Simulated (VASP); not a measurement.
Here is a VASP 6.6.1 calculation.

File INCAR:

```
SYSTEM = HfC53
ALGO = Normal
EDIFF = 1E-8
ENCUT = 520
GGA = PE
ISIF = 2
ISMEAR = -1
LASPH = .True.
LCHARG = .False.
LEFG = .True.
LREAL = Auto
LWAVE = .False.
NBANDS = 144
NELM = 80
PREC = Accurate
SIGMA = 0.01
```

KPOINTS

```
k-points
0
Gamma
  3 3 3
  0 0 0
```

File POSCAR:

```
HfC53
1.0
    0.0000000000      5.3501100000      5.3501100000
    5.3501100000      0.0000000000      5.3501100000
    5.3501100000      5.3501100000      0.0000000000
Hf C
1 53
Direct
    0.0000000000      0.0000000000      0.0000000000
    0.0000000000      0.0000000000      0.3333333333
    0.0000000000      0.0000000000      0.6666666667
    0.0000000000      0.3333333333      0.0000000000
    0.0000000000      0.3333333333      0.3333333333
    0.0000000000      0.3333333333      0.6666666667
    0.0000000000      0.6666666667      0.0000000000
    0.0000000000      0.6666666667      0.3333333333
    0.0000000000      0.6666666667      0.6666666667
    0.3333333333      0.0000000000      0.0000000000
    0.3333333333      0.0000000000      0.3333333333
    0.3333333333      0.0000000000      0.6666666667
    0.3333333333      0.3333333333      0.0000000000
    0.3333333333      0.3333333333      0.3333333333
    0.3333333333      0.3333333333      0.6666666667
    0.3333333333      0.6666666667      0.0000000000
    0.3333333333      0.6666666667      0.3333333333
    0.3333333333      0.6666666667      0.6666666667
    0.6666666667      0.0000000000      0.0000000000
    0.6666666667      0.0000000000      0.3333333333
    0.6666666667      0.0000000000      0.6666666667
    0.6666666667      0.3333333333      0.0000000000
    0.6666666667      0.3333333333      0.3333333333
    0.6666666667      0.3333333333      0.6666666667
    0.6666666667      0.6666666667      0.0000000000
    0.6666666667      0.6666666667      0.3333333333
    0.6666666667      0.6666666667      0.6666666667
    0.0833333333      0.0833333333      0.0833333333
    0.0833333333      0.0833333333      0.4166666667
    0.0833333333      0.0833333333      0.7500000000
    0.0833333333      0.4166666667      0.0833333333
    0.0833333333      0.4166666667      0.4166666667
    0.0833333333      0.4166666667      0.7500000000
    0.0833333333      0.7500000000      0.0833333333
    0.0833333333      0.7500000000      0.4166666667
    0.0833333333      0.7500000000      0.7500000000
    0.4166666667      0.0833333333      0.0833333333
    0.4166666667      0.0833333333      0.4166666667
    0.4166666667      0.0833333333      0.7500000000
    0.4166666667      0.4166666667      0.0833333333
    0.4166666667      0.4166666667      0.4166666667
    0.4166666667      0.4166666667      0.7500000000
    0.4166666667      0.7500000000      0.0833333333
    0.4166666667      0.7500000000      0.4166666667
    0.4166666667      0.7500000000      0.7500000000
    0.7500000000      0.0833333333      0.0833333333
    0.7500000000      0.0833333333      0.4166666667
    0.7500000000      0.0833333333      0.7500000000
    0.7500000000      0.4166666667      0.0833333333
    0.7500000000      0.4166666667      0.4166666667
    0.7500000000      0.4166666667      0.7500000000
    0.7500000000      0.7500000000      0.0833333333
    0.7500000000      0.7500000000      0.4166666667
    0.7500000000      0.7500000000      0.7500000000
```

Potentials or basis: VASP PAW PBE potentials, release 64 (Hf_pv, C).

The run is started by

```bash
$ cat potpaw_PBE.64/Hf_pv/POTCAR potpaw_PBE.64/C/POTCAR > POTCAR
$ mpirun -np 1 vasp_std > vasp.out
```

Problem. Estimate the band gap on the k mesh.

Solution. 2.02 eV.

Problem. Predict the pressure.

Solution. 42.3 GPa.

Problem. Estimate the largest force.

Solution. 31.217 eV/Å.

Forces on the atoms (eV/Å):
```
Hf    0.000   0.000   0.000
C     0.452   0.452   0.355
C    -0.452  -0.452   0.355
C     0.452   0.355   0.452
C     0.022  -0.022  -0.022
C    -0.355  -0.452   0.452
C    -0.452   0.355  -0.452
C    -0.355   0.452  -0.452
C    -0.002   0.002   0.002
C     0.355   0.452   0.452
C    -0.022   0.022  -0.022
C    -0.452  -0.355   0.452
C    -0.022  -0.022   0.022
C     0.022   0.022   0.022
C     0.000   0.000   0.010
C    -0.452   0.452  -0.355
C     0.000   0.010   0.000
C    -0.010   0.000   0.000
C     0.355  -0.452  -0.452
C     0.452  -0.355  -0.452
C     0.002  -0.002   0.002
C     0.452  -0.452  -0.355
C     0.010   0.000   0.000
C     0.000  -0.010   0.000
C     0.002   0.002  -0.002
C     0.000   0.000  -0.010
C    -0.002  -0.002  -0.002
C    18.023  18.023  18.023
C     0.000   0.000  -0.136
C   -18.023 -18.023  18.023
C     0.000  -0.136   0.000
C     0.136   0.000   0.000
C     0.021  -0.021   0.135
C   -18.023  18.023 -18.023
C     0.021   0.135  -0.021
C    -0.135  -0.021  -0.021
C    -0.136   0.000   0.000
C     0.000   0.136   0.000
C    -0.021   0.021   0.135
C     0.000   0.000   0.136
C    -0.030  -0.030  -0.030
C     0.030   0.030  -0.030
C    -0.021   0.135   0.021
C     0.030  -0.030   0.030
C    -0.135   0.021   0.021
C    18.023 -18.023 -18.023
C     0.135   0.021  -0.021
C    -0.021  -0.135  -0.021
C     0.135  -0.021   0.021
C    -0.030   0.030   0.030
C     0.021  -0.135   0.021
C    -0.021  -0.021  -0.135
C     0.021   0.021  -0.135
C     0.000   0.000   0.000
```

Caveat: atoms lie so close that the PAW spheres overlap strongly, which falsifies energies and pressures; without QUAD_EFG the Cq values of the log hold for a quadrupole moment of 1 mb, not for the nuclei; spin-orbit coupling is left out, which moves the levels of the heavy elements.
